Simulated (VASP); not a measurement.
# AlN (Cc) in VASP: relaxation of the atoms with PBE

Aim: the relaxation of the atoms of AlN with PBE.

Program: VASP 6.6.1. These are calculated values, not measurements. Logs are shortened: lines on timing, memory, paths and dates and some standing lists are left out, and cuts for length are marked.

**1. The cell of the first run**

Symmetry: Cc, No. 9, monoclinic system. Conventional cell: a = 3.139 Å, b = 5.421 Å, c = 5.231 Å, α = 90.00°, β = 98.41°, γ = 90.00°. Within 2.4 Å of Al (site symmetry 1) lie 4 N at 1.84 to 2.00 Å. Within 2.4 Å of N (site symmetry 1) lie 4 Al at 1.84 to 2.00 Å.

**2. Relaxation of the atoms, PBE (engineering shear strain xz -0.1500, normal strain along z +0.0400)**

INCAR

```
PREC = Accurate
ENCUT = 520
EDIFF = 1E-6
ISMEAR = 0
SIGMA = 0.05
LREAL = False
LASPH = True
NELM = 60
ALGO = Normal
ISIF = 2
LWAVE = False
LCHARG = False
GGA = PE
IBRION = 2
NSW = 50
EDIFFG = -0.01
```

KPOINTS

```
Automatic mesh
0
Gamma
  9 9 6
```

POSCAR

```
AlN
1.0
    3.1298889828      0.0000000000     -0.2347416737
   -1.5649444914      2.7105633702      0.1173708369
   -0.3762717222      0.0000000000      5.2176345479
Al N
2 2
Direct
    0.3333333333      0.6666666667      0.0017290859
    0.6666666667      0.3333333333      0.5017290859
    0.3333333333      0.6666666667      0.3832709141
    0.6666666667      0.3333333333      0.8832709141
```

Potentials or basis: VASP PAW PBE potentials, release 64 (Al, N).

Run with:

```
$ cat potpaw_PBE.64/Al/POTCAR potpaw_PBE.64/N/POTCAR > POTCAR
$ mpirun -np 1 vasp_std > vasp.out
```

OUTCAR:

```text
PREC = Accurate
   ENCUT = 520
   EDIFF = 1E-6
   ISMEAR = 0
   LREAL = False
   LASPH = True
   NELM = 60
   ISIF = 2
   GGA = PE
   IBRION = 2
   NSW = 50
   EDIFFG = -0.01

 ion  position               nearest neighbor table
   1  0.333  0.667  0.002-   4 1.84   4 1.91   4 1.99   3 2.00   2 2.99   2 2.99   2 3.18   2 3.18
                             2 3.36   2 3.36
   2  0.667  0.333  0.502-   3 1.84   3 1.91   3 1.99   4 2.00   1 2.99   1 2.99   1 3.18   1 3.18
                             1 3.36   1 3.36
   3  0.333  0.667  0.383-   2 1.84   2 1.91   2 1.99   1 2.00
   4  0.667  0.333  0.883-   1 1.84   1 1.91   1 1.99   2 2.00

  LATTYP: Found a base centered monoclinic cell.
 ALAT       =     3.1386794513
 B/A-ratio  =     1.7271998700
 C/A-ratio  =     1.6666832421
 COS(beta)  =    -0.1463233667

  Lattice vectors:

 A1 = (   1.5649444914,  -2.7105633702,  -0.1173708369)
 A2 = (   1.5649444914,   2.7105633702,  -0.1173708368)
 A3 = (  -0.3762717222,   0.0000000000,   5.2176345479)

Analysis of symmetry for initial positions (statically):
=====================================================================
 Subroutine PRICEL returns:
 Original cell was already a primitive cell.

 Routine SETGRP: Setting up the symmetry group for a
 base centered monoclinic supercell.

 Subroutine GETGRP returns: Found  2 space group operations
 (whereof  1 operations were pure point group operations)
 out of a pool of  4 trial point group operations.

The static configuration has the point symmetry C_1 .
 The point group associated with its full space group is C_1h.

Analysis of symmetry for dynamics (positions and initial velocities):
=====================================================================
 Subroutine PRICEL returns:
 Original cell was already a primitive cell.

 Routine SETGRP: Setting up the symmetry group for a
 base centered monoclinic supercell.

 Subroutine GETGRP returns: Found  2 space group operations
 (whereof  1 operations were pure point group operations)
 out of a pool of  4 trial point group operations.

The dynamic configuration has the point symmetry C_1 .
 The point group associated with its full space group is C_1h.

 Subroutine INISYM returns: Found  2 space group operations
 (whereof  1 operations are pure point group operations),
 and found     1 'primitive' translations

----------------------------------------------------------------------------------------

                                     Primitive cell

  volume of cell :      44.0258

  direct lattice vectors                    reciprocal lattice vectors
     3.129888983  0.000000000 -0.234741674     0.321237613  0.184463498  0.023166174
    -1.564944491  2.710563370  0.117370837     0.000000000  0.368926995  0.000000000
    -0.376271722  0.000000000  5.217634548     0.014452498 -0.000000000  0.192699979

  length of vectors
     3.138679451  3.132088913  5.231184444     0.371156379  0.368926995  0.193241187

  position of ions in fractional coordinates (direct lattice)
     0.333333333  0.666666667  0.001729086
     0.666666667  0.333333333  0.501729086
     0.333333333  0.666666667  0.383270914
     0.666666667  0.333333333  0.883270914

  ion indices of the primitive-cell ions
   primitive index   ion index
                 1           1
                 2           2
                 3           3
                 4           4

----------------------------------------------------------------------------------------

 KPOINTS: Automatic mesh

Automatic generation of k-mesh.
 Grid dimensions read from file:
 generate k-points for:    9    9    6

 Generating k-lattice:

  Cartesian coordinates                     Fractional coordinates (reciprocal lattice)
     0.035693068  0.020495944  0.002574019     0.111111111  0.000000000  0.000000000
     0.000000000  0.040991888  0.000000000     0.000000000  0.111111111  0.000000000
     0.002408750 -0.000000000  0.032116663    -0.000000000  0.000000000  0.166666667

  Length of vectors
     0.041239598  0.040991888  0.032206865

  Shift w.r.t. Gamma in fractional coordinates (k-lattice)
     0.000000000  0.000000000  0.000000000

 Subroutine IBZKPT returns following result:
 ===========================================

 Found    140 irreducible k-points:

 Following reciprocal coordinates:
            Coordinates               Weight
  0.000000  0.000000  0.000000      1.000000
  0.111111  0.000000  0.000000      4.000000
  0.222222  0.000000  0.000000      4.000000
  0.333333  0.000000  0.000000      4.000000
  0.444444  0.000000  0.000000      4.000000
  0.000000  0.111111  0.000000      2.000000
[... 16 lines left out ...]
  0.333333  0.333333  0.000000      2.000000
  0.000000  0.444444  0.000000      2.000000
 [... further k-points ...]
   k-points           NKPTS =    140   k-points in BZ     NKDIM =    140   number of bands    NBANDS=     12
   number of dos      NEDOS =    301   number of ions     NIONS =      4
   total plane-waves  NPLWV =  23040
   dimension x,y,z NGX =    24 NGY =   24 NGZ =   40
   dimension x,y,z NGXF=    48 NGYF=   48 NGZF=   80
   ions per type =               2   2
   NGX,Y,Z   is equivalent  to a cutoff of  12.71, 12.74, 12.71 a.u.
   NGXF,Y,Z  is equivalent  to a cutoff of  25.42, 25.48, 25.42 a.u.
 SYSTEM =  unknown system
   PREC   = accura    normal or accurate (medium, high low for compatibility)
   ISTART =      0    job   : 0-new  1-cont  2-samecut
   ICHARG =      2    charge: 1-file 2-atom 10-const
   ISPIN  =      1    spin polarized calculation?
   LNONCOLLINEAR =      F non collinear calculations
   LSORBIT =      F    spin-orbit coupling
   LASPH  =      T    aspherical Exc in radial PAW
   ENCUT  =  520.0 eV  38.22 Ry    6.18 a.u.   5.84  5.82  9.73*2*pi/ulx,y,z
   NELM   =     60;   NELMIN=  2; NELMDL= -5     # of ELM steps
   EDIFF  = 0.1E-05   stopping-criterion for ELM
   LREAL  =      F    real-space projection
   EDIFFG = -.1E-01   stopping-criterion for IOM
   NSW    =     50    number of steps for IOM
   IBRION =      2    ionic relax: 0-MD 1-quasi-New 2-CG
   NFREE  =      1    steps in history (QN), initial steepest desc. (CG)
   ISIF   =      2    stress and relaxation
   ISYM   =      2    0-nonsym 1-usesym 2-fastsym
   POTIM  = 0.5000    time-step for ionic-motion
   TEBEG  =    0.0;   TEEND  =   0.0 temperature during run
   PSTRESS=    0.0 pullay stress
   NELECT =      16.0000    total number of electrons
   NUPDOWN=      -1.0000    fix difference up-down
   EMIN   =  10.00;   EMAX   =-10.00  energy-range for DOS
   EFERMI =   0.00;   METHOD = LEGACY
   ISMEAR =     0;   SIGMA  =   0.05  broadening in eV -4-tet -1-fermi 0-gaus
   EFERMI_NEDOS =   21; number of points for ismear=-14 and -15
   IALGO  =     38    algorithm
   IMIX   =      4    mixing-type and parameters
     AMIX     =   0.40;   BMIX     =  1.00
     AMIX_MAG =   1.60;   BMIX_MAG =  1.00
  volume/ion in A,a.u.               =      11.01        74.28
  Fermi-wavevector in a.u.,A,eV,Ry     =   1.168277  2.207724 18.570204  1.364871
  Thomas-Fermi vector in A             =   2.304766
   LORBIT       =      0    0 simple, 1 ext, 2 COOP (PROOUT), +10 PAW based schemes
   GGA     = PE    functional components
   LHFCALC =     F    Hartree Fock is set to
   AEXX    =    0.0000 exact exchange contribution
   IVDW    =     0    specifies the selected vdW correction
   LEPSILON=     F    determine dielectric tensor
   LRPA    =     F    only Hartree local field effects (RPA)
 conjugate gradient relaxation of ions
 non-spin polarized calculation
 Gauss-broadening in eV      SIGMA  =   0.05
  energy-cutoff  :      520.00
  volume of cell :       44.03
 maximum number of plane-waves:      1200
   NGX = 11   NGY = 11   NGZ = 19

--------------------------------------- Ionic step        1  -------------------------------------------

 number of electron      15.9999999 magnetization

 Free energy of the ion-electron system (eV)
  ---------------------------------------------------
  ext. energy  EPLUGINS =         0.00000000
  ---------------------------------------------------
  free energy    TOTEN  =       -29.36932482 eV

  energy without entropy =      -29.36932482  energy(sigma->0) =      -29.36932482

------------------------ aborting loop because EDIFF is reached ----------------------------------------

  FORCE on cell =-STRESS in cart. coord.  units (eV):
  Direction    XX          YY          ZZ          XY          YZ          ZX
  --------------------------------------------------------------------------------------
  -------------------------------------------------------------------------------------
  Total       -0.4888536     -0.4199221     -3.3448750      0.0000000     -0.0000000      4.5707907
  in kB      -17.7902700    -15.2817295   -121.7260825      0.0000000     -0.0000000    166.3393819
  external PRESSURE =     -51.5993607 kB  Pullay stress =       0.0000000 kB

 VOLUME and BASIS-vectors are now :
 -----------------------------------------------------------------------------
  energy-cutoff  :      520.00
  volume of cell :       44.03
      direct lattice vectors                 reciprocal lattice vectors
     3.129888983  0.000000000 -0.234741674     0.321237613  0.184463498  0.023166174
    -1.564944491  2.710563370  0.117370837     0.000000000  0.368926995  0.000000000
    -0.376271722  0.000000000  5.217634548     0.014452498 -0.000000000  0.192699979
[... 267 lines left out ...]
 POSITION                                       TOTAL-FORCE (eV/Angst)
 -----------------------------------------------------------------------------------
      0.02294      1.80795      0.02878         0.003119     -0.011880     -0.001653
      1.39975      0.90261      2.52022         0.003119      0.011880     -0.001653
     -0.16780      1.82095      1.98001        -0.003119      0.001778      0.001653
      1.20901      0.88961      4.47146        -0.003119     -0.001778      0.001653
 -----------------------------------------------------------------------------------
    total drift:                                0.001504      0.000000     -0.000933

  FREE ENERGIE OF THE ION-ELECTRON SYSTEM (eV)
  ---------------------------------------------------
  free  energy   TOTEN  =       -29.4215245964 eV

  energy  without entropy=      -29.4215245964  energy(sigma->0) =      -29.42152460

--------------------------------------- Ionic step        9  -------------------------------------------

 number of electron      16.0000001 magnetization

 Free energy of the ion-electron system (eV)
  ---------------------------------------------------
  ext. energy  EPLUGINS =         0.00000000
  ---------------------------------------------------
  free energy    TOTEN  =       -29.42154445 eV

  energy without entropy =      -29.42154445  energy(sigma->0) =      -29.42154445

 E-fermi :   6.1859     XC(G=0): -10.7040

 val. band max:        5.9167759862   @ k =   0.0000   0.0000   0.0000
 cond. band min:       9.1623083719   @ k =   0.0000   0.0000   0.0000
 fundamental gap:      3.2455323857
 Fermi energy:         6.1859436233

 k-point     1 :       0.0000    0.0000    0.0000
  band No.  band energies     occupation
      1      -9.1875      2.00000
      2      -7.2957      2.00000
      3      -0.1966      2.00000
      4       4.9817      2.00000
      5       5.0835      2.00000
      6       5.2484      2.00000
      7       5.5873      2.00000
      8       5.9168      2.00000
      9       9.1623      0.00000
     10      12.1610      0.00000
     11      15.1552      0.00000
     12      16.6308      0.00000

 k-point     2 :       0.1111    0.0000    0.0000
  band No.  band energies     occupation
      1      -9.0339      2.00000
      2      -7.2089      2.00000
      3      -0.0050      2.00000
      4       4.3459      2.00000
      5       4.6863      2.00000
      6       4.8687      2.00000
      7       5.4049      2.00000
      8       5.7588      2.00000
      9       9.9002      0.00000
     10      12.7642      0.00000
     11      14.6628      0.00000
     12      15.7099      0.00000
[... 316 lines left out ...]
 k-point    24 :       0.0000    0.4444    0.0000
  band No.  band energies     occupation
      1      -7.4134      2.00000
      2      -6.6819      2.00000
      3       0.5684      2.00000
      4       1.6015      2.00000
      5       2.2738      2.00000
      6       3.9420      2.00000
      7       3.9775      2.00000
      8       5.1133      2.00000
      9      11.2043      0.00000
     10      11.5215      0.00000
     11      12.6364      0.00000
     12      15.2479      0.00000

 [... further k-points ...]
[... 5 lines left out ...]
  --------------------------------------------------------------------------------------
  -------------------------------------------------------------------------------------
  Total       -1.7020261     -0.6986894     -3.0562217      0.0000000     -0.0000000      3.9429875
  in kB      -61.9398250    -25.4265775   -111.2214651      0.0000000     -0.0000000    143.4924834
  external PRESSURE =     -66.1959559 kB  Pullay stress =       0.0000000 kB

 VOLUME and BASIS-vectors are now :
 -----------------------------------------------------------------------------
  energy-cutoff  :      520.00
  volume of cell :       44.03
      direct lattice vectors                 reciprocal lattice vectors
     3.129888983  0.000000000 -0.234741674     0.321237613  0.184463498  0.023166174
    -1.564944491  2.710563370  0.117370837     0.000000000  0.368926995  0.000000000
    -0.376271722  0.000000000  5.217634548     0.014452498 -0.000000000  0.192699979

 POSITION                                       TOTAL-FORCE (eV/Angst)
 -----------------------------------------------------------------------------------
      0.02319      1.80716      0.02865        -0.001811     -0.008105      0.000321
      1.40000      0.90341      2.52010        -0.001811      0.008105      0.000321
     -0.16805      1.82164      1.98014         0.001811      0.001406     -0.000321
      1.20876      0.88893      4.47158         0.001811     -0.001406     -0.000321
 -----------------------------------------------------------------------------------
    total drift:                               -0.000819      0.000000      0.000291

  FREE ENERGIE OF THE ION-ELECTRON SYSTEM (eV)
  ---------------------------------------------------
  free  energy   TOTEN  =       -29.4215444522 eV

  energy  without entropy=      -29.4215444522  energy(sigma->0) =      -29.42154445

 reached required accuracy - stopping structural energy minimisation
```

It took 2.3 min on 1 thread of Intel Xeon Platinum 8375C at 2.90GHz (Ice Lake), shared host; peak memory 0.2 GiB.

Results:

- Free energy: -29.4215 eV
- Energy gained by relaxing: 13.1 meV/atom
- Ionic steps: 9
- Pressure after relaxing: -6.6 GPa
- Largest force after relaxing: 0.008 eV/Å
- Band gap on the k mesh: 3.25 eV

Forces on the atoms (eV/Å):
```
Al  -0.002 -0.008  0.000
Al  -0.002  0.008  0.000
N    0.002  0.001  0.000
N    0.002 -0.001  0.000
```

Step by step:
```tsv
step	energy change (eV)	largest force (eV/Å)	pressure (GPa)
1	0.0000	0.8812	-5.16
2	-0.0429	0.3593	-6.84
3	-0.0497	0.1725	-6.52
4	-0.0519	0.0372	-6.64
5	-0.0519	0.0356	-6.63
6	-0.0520	0.0209	-6.62
7	-0.0521	0.0257	-6.60
8	-0.0522	0.0124	-6.61
9	-0.0522	0.0083	-6.62
```

Final structure:
```
Al N
1.0
     3.12989    0.00000   -0.23474
    -1.56494    2.71056    0.11737
    -0.37627    0.00000    5.21763
Al N
2 2
Direct
  0.34147 0.66671 0.00586
  0.67476 0.33329 0.50586
  0.32791 0.67205 0.37914
  0.65586 0.32795 0.87914
```

Levels at points of the mesh, in eV from the valence-band top:
```
           k point  band 6  band 7  band 8  band 9  band 10  band 11
(0.00, 0.00, 0.00)   -0.67   -0.33    0.00    3.25     6.24     9.24
(0.00, 0.00, 0.50)   -0.80   -0.42   -0.42    5.60     5.60     9.50
```

Caveat: the cell differs from its parent crystal (engineering shear strain xz -0.1500, normal strain along z +0.0400).
